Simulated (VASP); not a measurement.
# Al (I4_1/amd) in VASP: density of states with PBE

Aim: the density of states of Al with PBE.

All numbers are computed with VASP 6.6.1; they aren't measurements. Logs are shortened: lines on timing, memory, paths and dates and some standing lists are left out, and cuts for length are marked.

**1. The cell of the first run**

Symmetry: I4_1/amd, No. 141, tetragonal system. The conventional cell has a = 4.394 Å, b = 4.394 Å, c = 2.306 Å, α = 90.00°, β = 90.00°, γ = 90.00°. Al (site symmetry -4m2) has 10 Al at 2.27 to 2.80 Å within 3.0 Å.

**2. Density of states, PBE (volume scaled by 0.58)**

File POSCAR:

```
Al
1.0
   -2.1971043403      2.1971043403      1.1532000708
    2.1971043403     -2.1971043403      1.1532000708
    2.1971043403      2.1971043403     -1.1532000708
Al
2
Direct
   -0.3750000000     -0.1250000000     -0.2500000000
    0.3750000000      0.1250000000      0.2500000000
```

File INCAR.step1:

```
SYSTEM = Al
PREC     = Accurate       ! precision mode
ENCUT    = 520            ! plane-wave cutoff, eV
EDIFF    = 1E-6           ! SCF threshold, eV
ISMEAR   = -1             ! smearing method
SIGMA    = 0.05           ! smearing width, eV
LREAL    = .FALSE.        ! projectors in reciprocal space
LASPH    = .TRUE.         ! aspherical terms in the spheres
NELM     = 100            ! most SCF steps
ALGO     = Normal         ! electronic algorithm
ISIF     = 2              ! what is computed and relaxed
LWAVE    = .FALSE.        ! write WAVECAR
LCHARG   = .TRUE.         ! write CHGCAR
GGA      = PE             ! functional
NBANDS   = 10             ! bands
```

File KPOINTS.step1:

```
Automatic mesh
0
G
  16 16 16
  0 0 0
```

File INCAR.step2:

```
SYSTEM = Al
PREC     = Accurate       ! precision mode
ENCUT    = 520            ! plane-wave cutoff, eV
EDIFF    = 1E-6           ! SCF threshold, eV
ISMEAR   = -5             ! smearing method
SIGMA    = 0.05           ! smearing width, eV
LREAL    = .FALSE.        ! projectors in reciprocal space
LASPH    = .TRUE.         ! aspherical terms in the spheres
NELM     = 100            ! most SCF steps
ALGO     = Normal         ! electronic algorithm
ISIF     = 2              ! what is computed and relaxed
LWAVE    = .FALSE.        ! write WAVECAR
LCHARG   = .FALSE.        ! write CHGCAR
GGA      = PE             ! functional
LORBIT   = 10             ! projections on sites
NBANDS   = 10             ! bands
NEDOS    = 1001           ! points of the DOS
ICHARG   = 11             ! starting density
```

File KPOINTS.step2:

```
Automatic mesh
0
G
  24 24 24
  0 0 0
```

Potentials or basis: VASP PAW PBE potentials, release 64 (Al).

On the command line:

```console
$ cat potpaw_PBE.64/Al/POTCAR > POTCAR
$ cp INCAR.step1 INCAR
$ cp KPOINTS.step1 KPOINTS
$ mpirun -np 1 vasp_std > vasp.out
$ cp INCAR.step2 INCAR
$ cp KPOINTS.step2 KPOINTS
$ mpirun -np 1 vasp_std > vasp.out
```

OUTCAR:

```text
SYSTEM = Al
   PREC = Accurate
   ENCUT = 520
   EDIFF = 1E-6
   ISMEAR = -5
   LREAL = .FALSE.
   LASPH = .TRUE.
   NELM = 100
   ISIF = 2
   GGA = PE
   LORBIT = 10
   ICHARG = 11

 ion  position               nearest neighbor table
   1  0.625  0.875  0.750-   2 2.27   2 2.27   2 2.27   2 2.27   2 2.80   2 2.80   2 2.80   2 2.80

   2  0.375  0.125  0.250-   1 2.27   1 2.27   1 2.27   1 2.27   1 2.80   1 2.80   1 2.80   1 2.80

  LATTYP: Found a body centered tetragonal cell.
 ALAT       =     4.3942086806
 C/A-ratio  =     0.5248726925

  Lattice vectors:

 A1 = (  -2.1971043403,   2.1971043403,   1.1532000708)
 A2 = (   2.1971043403,  -2.1971043403,   1.1532000708)
 A3 = (   2.1971043403,   2.1971043403,  -1.1532000708)

Analysis of symmetry for initial positions (statically):
=====================================================================
 Subroutine PRICEL returns:
 Original cell was already a primitive cell.

 Routine SETGRP: Setting up the symmetry group for a
 body centered tetragonal supercell.

 Subroutine GETGRP returns: Found 16 space group operations
 (whereof  4 operations were pure point group operations)
 out of a pool of 16 trial point group operations.

The static configuration has the point symmetry C_2h.
 The point group associated with its full space group is D_4h.

Analysis of symmetry for dynamics (positions and initial velocities):
=====================================================================
 Subroutine PRICEL returns:
 Original cell was already a primitive cell.

 Routine SETGRP: Setting up the symmetry group for a
 body centered tetragonal supercell.

 Subroutine GETGRP returns: Found 16 space group operations
 (whereof  4 operations were pure point group operations)
 out of a pool of 16 trial point group operations.

The dynamic configuration has the point symmetry C_2h.
 The point group associated with its full space group is D_4h.

 Subroutine INISYM returns: Found 16 space group operations
 (whereof  4 operations are pure point group operations),
 and found     1 'primitive' translations

----------------------------------------------------------------------------------------

                                     Primitive cell

  volume of cell :      22.2672

  direct lattice vectors                    reciprocal lattice vectors
    -2.197104340  2.197104340  1.153200071     0.000000000  0.227572260  0.433576109
     2.197104340 -2.197104340  1.153200071     0.227572260  0.000000000  0.433576109
     2.197104340  2.197104340 -1.153200071     0.227572260  0.227572260  0.000000000

  length of vectors
     3.314272977  3.314272977  3.314272977     0.489670681  0.489670681  0.321835776

  position of ions in fractional coordinates (direct lattice)
     0.625000000  0.875000000  0.750000000
     0.375000000  0.125000000  0.250000000

  ion indices of the primitive-cell ions
   primitive index   ion index
                 1           1
                 2           2

----------------------------------------------------------------------------------------

 KPOINTS: Automatic mesh

Automatic generation of k-mesh.
 Grid dimensions read from file:
 generate k-points for:   24   24   24

 Generating k-lattice:

  Cartesian coordinates                     Fractional coordinates (reciprocal lattice)
     0.000000000  0.009482177  0.018065671     0.041666667  0.000000000  0.000000000
     0.009482177  0.000000000  0.018065671     0.000000000  0.041666667  0.000000000
     0.009482177  0.009482177  0.000000000     0.000000000  0.000000000  0.041666667

  Length of vectors
     0.020402945  0.020402945  0.013409824

  Shift w.r.t. Gamma in fractional coordinates (k-lattice)
     0.000000000  0.000000000  0.000000000

 TETIRR: Found  33868 inequivalent tetrahedra from    82944

 Subroutine IBZKPT returns following result:
 ===========================================

 Found   1063 irreducible k-points:

 Following reciprocal coordinates:
            Coordinates               Weight
  0.000000  0.000000  0.000000      1.000000
  0.041667 -0.000000  0.000000      8.000000
  0.083333  0.000000  0.000000      8.000000
  0.125000  0.000000  0.000000      8.000000
  0.166667 -0.000000  0.000000      8.000000
  0.208333 -0.000000  0.000000      8.000000
[... 16 lines left out ...]
  0.416667  0.041667  0.000000     16.000000
  0.458333  0.041667  0.000000     16.000000
 [... further k-points ...]
   k-points           NKPTS =   1063   k-points in BZ     NKDIM =   1063   number of bands    NBANDS=     10
   number of dos      NEDOS =   1001   number of ions     NIONS =      2
   total plane-waves  NPLWV =  21952
   dimension x,y,z NGX =    28 NGY =   28 NGZ =   28
   dimension x,y,z NGXF=    56 NGYF=   56 NGZF=   56
   ions per type =               2
   NGX,Y,Z   is equivalent  to a cutoff of  14.04, 14.04, 14.04 a.u.
   NGXF,Y,Z  is equivalent  to a cutoff of  28.09, 28.09, 28.09 a.u.
 SYSTEM =  Al
   PREC   = accura    normal or accurate (medium, high low for compatibility)
   ISTART =      0    job   : 0-new  1-cont  2-samecut
   ICHARG =     11    charge: 1-file 2-atom 10-const
   ISPIN  =      1    spin polarized calculation?
   LNONCOLLINEAR =      F non collinear calculations
   LSORBIT =      F    spin-orbit coupling
   LASPH  =      T    aspherical Exc in radial PAW
   ENCUT  =  520.0 eV  38.22 Ry    6.18 a.u.   6.16  6.16  6.16*2*pi/ulx,y,z
   NELM   =    100;   NELMIN=  2; NELMDL=  0     # of ELM steps
   EDIFF  = 0.1E-05   stopping-criterion for ELM
   LREAL  =      F    real-space projection
   EDIFFG = 0.1E-04   stopping-criterion for IOM
   NSW    =      0    number of steps for IOM
   IBRION =     -1    ionic relax: 0-MD 1-quasi-New 2-CG
   NFREE  =      0    steps in history (QN), initial steepest desc. (CG)
   ISIF   =      2    stress and relaxation
   ISYM   =      2    0-nonsym 1-usesym 2-fastsym
   POTIM  = 0.5000    time-step for ionic-motion
   TEBEG  =    0.0;   TEEND  =   0.0 temperature during run
   PSTRESS=    0.0 pullay stress
   NELECT =       6.0000    total number of electrons
   NUPDOWN=      -1.0000    fix difference up-down
   EMIN   =  10.00;   EMAX   =-10.00  energy-range for DOS
   EFERMI =   0.00;   METHOD = LEGACY
   ISMEAR =    -5;   SIGMA  =   0.05  broadening in eV -4-tet -1-fermi 0-gaus
   EFERMI_NEDOS =   21; number of points for ismear=-14 and -15
   IALGO  =     38    algorithm
   IMIX   =      4    mixing-type and parameters
     AMIX     =   0.40;   BMIX     =  1.00
     AMIX_MAG =   1.60;   BMIX_MAG =  1.00
  volume/ion in A,a.u.               =      11.13        75.13
  Fermi-wavevector in a.u.,A,eV,Ry     =   1.057393  1.998184 15.212411  1.118081
  Thomas-Fermi vector in A             =   2.192664
   LORBIT       =     10    0 simple, 1 ext, 2 COOP (PROOUT), +10 PAW based schemes
   GGA     = PE    functional components
   LHFCALC =     F    Hartree Fock is set to
   AEXX    =    0.0000 exact exchange contribution
   IVDW    =     0    specifies the selected vdW correction
   LEPSILON=     F    determine dielectric tensor
   LRPA    =     F    only Hartree local field effects (RPA)
 non-spin polarized calculation
 Fermi weights with tetrahedron method with Bloechl corrections
  energy-cutoff  :      520.00
  volume of cell :       22.27
 maximum number of plane-waves:       620
 NGX is ok and might be reduce to    28

 number of electron       6.0000000 magnetization

 Free energy of the ion-electron system (eV)
  ---------------------------------------------------
  ext. energy  EPLUGINS =         0.00000000
  ---------------------------------------------------
  free energy    TOTEN  =        -3.76214918 eV

  energy without entropy =       -3.76214918  energy(sigma->0) =       -3.76214918

 E-fermi :  12.6325     XC(G=0): -11.7017

 val. band max:       12.8077576760   @ k =  -0.0833  -0.0833   0.0833
 cond. band min:      12.4833037063   @ k =  -0.0417   0.4167   0.0417
 fundamental gap:     -0.3244539697
 Fermi energy:        12.6324929403

 k-point     1 :       0.0000    0.0000    0.0000
  band No.  band energies     occupation
      1      -1.3345      2.00000
      2      12.1732      2.00000
      3      12.1732      2.00000
      4      13.0892      0.00000
      5      15.1032      0.00000
      6      22.6401      0.00000
      7      25.2075      0.00000
      8      27.8748      0.00000
      9      27.8748      0.00000
     10      31.1591      0.00000

 k-point     2 :       0.0417   -0.0000    0.0000
  band No.  band energies     occupation
      1      -1.2731      2.00000
      2      11.9444      2.00000
      3      12.1209      2.00000
      4      13.4306      0.00000
      5      15.2355      0.00000
      6      22.5719      0.00000
      7      24.9062      0.00000
      8      27.9147      0.00000
      9      28.0554      0.00000
     10      29.0611      0.00000

 k-point     3 :       0.0833    0.0000    0.0000
  band No.  band energies     occupation
      1      -1.0890      2.00000
      2      11.5993      2.00000
      3      11.9973      2.00000
      4      14.1133      0.00000
      5      15.5915      0.00000
      6      22.3629      0.00000
      7      24.1518      0.00000
      8      27.0681      0.00000
      9      27.1072      0.00000
     10      28.0540      0.00000
[... 248 lines left out ...]
 k-point    23 :       0.4167    0.0417    0.0000
  band No.  band energies     occupation
      1       5.5225      2.00000
      2       8.9141      2.00000
      3      12.9115      0.52353
      4      13.6469      0.00000
      5      14.3599      0.00000
      6      16.0165      0.00000
      7      20.4863      0.00000
      8      21.9131      0.00000
      9      24.8700      0.00000
     10      27.4118      0.00000

 k-point    24 :       0.4583    0.0417    0.0000
  band No.  band energies     occupation
      1       6.5991      2.00000
      2       7.7168      2.00000
      3      12.9592      0.46959
      4      13.5466      0.00000
      5      14.2271      0.00000
      6      15.9090      0.00000
      7      20.3613      0.00000
      8      21.9838      0.00000
      9      26.2430      0.00000
     10      28.1316      0.00000

 [... further k-points ...]

------------------------ aborting loop because EDIFF is reached ----------------------------------------

  FORCE on cell =-STRESS in cart. coord.  units (eV):
  Direction    XX          YY          ZZ          XY          YZ          ZX
  --------------------------------------------------------------------------------------
  -------------------------------------------------------------------------------------
  Total       13.7622023     13.7622023     13.2810674      0.0000000     -0.0000000      0.0000000
  in kB      990.2218496    990.2218496    955.6030965      0.0000000     -0.0000000      0.0000000
  external PRESSURE =     978.6822653 kB  Pullay stress =       0.0000000 kB

 VOLUME and BASIS-vectors are now :
 -----------------------------------------------------------------------------
  energy-cutoff  :      520.00
  volume of cell :       22.27
      direct lattice vectors                 reciprocal lattice vectors
    -2.197104340  2.197104340  1.153200071     0.000000000  0.227572260  0.433576109
     2.197104340 -2.197104340  1.153200071     0.227572260  0.000000000  0.433576109
     2.197104340  2.197104340 -1.153200071     0.227572260  0.227572260  0.000000000

 POSITION                                       TOTAL-FORCE (eV/Angst)
 -----------------------------------------------------------------------------------
      2.19710      1.09855      0.86490        -0.000000      0.000000     -0.000000
      0.00000      1.09855      0.28830         0.000000     -0.000000      0.000000
 -----------------------------------------------------------------------------------
    total drift:                               -0.000000     -0.000000      0.000000

  FREE ENERGIE OF THE ION-ELECTRON SYSTEM (eV)
  ---------------------------------------------------
  free  energy   TOTEN  =        -3.7621491809 eV

  energy  without entropy=       -3.7621491809  energy(sigma->0) =       -3.76214918

 total charge

# of ion       s       p       d       tot
------------------------------------------
    1        0.513   0.537   0.000   1.051
    2        0.513   0.537   0.000   1.051
--------------------------------------------------
tot          1.027   1.075   0.000   2.101
```

Run time: 1.7 min. Hardware: 1 thread of Intel Xeon 6975P-C (Granite Rapids), shared host; peak memory 0.34 GiB.

What came out:

| Item | Value |
| --- | --- |
| Valence electrons inside the program's atomic spheres | Al 1.05 |

Levels at points of the mesh, in eV from the Fermi level:
| k point | band 1 | band 2 | band 3 | band 4 | band 5 | band 6 |
| --- | --- | --- | --- | --- | --- | --- |
| (0.00, 0.00, 0.00) | -13.97 | -0.46 | -0.46 | 0.46 | 2.47 | 10.01 |
| (0.50, 0.00, 0.00) | -5.97 | -5.02 | 0.87 | 0.97 | 1.09 | 3.13 |
| (0.50, 0.50, 0.00) | -10.22 | -10.22 | 2.62 | 2.62 | 5.01 | 5.01 |
| (0.50, 0.50, 0.50) | -6.94 | -6.94 | -6.22 | -6.22 | 10.78 | 10.78 |

Caveat: tetrahedron occupations give inexact forces and stress in metals.
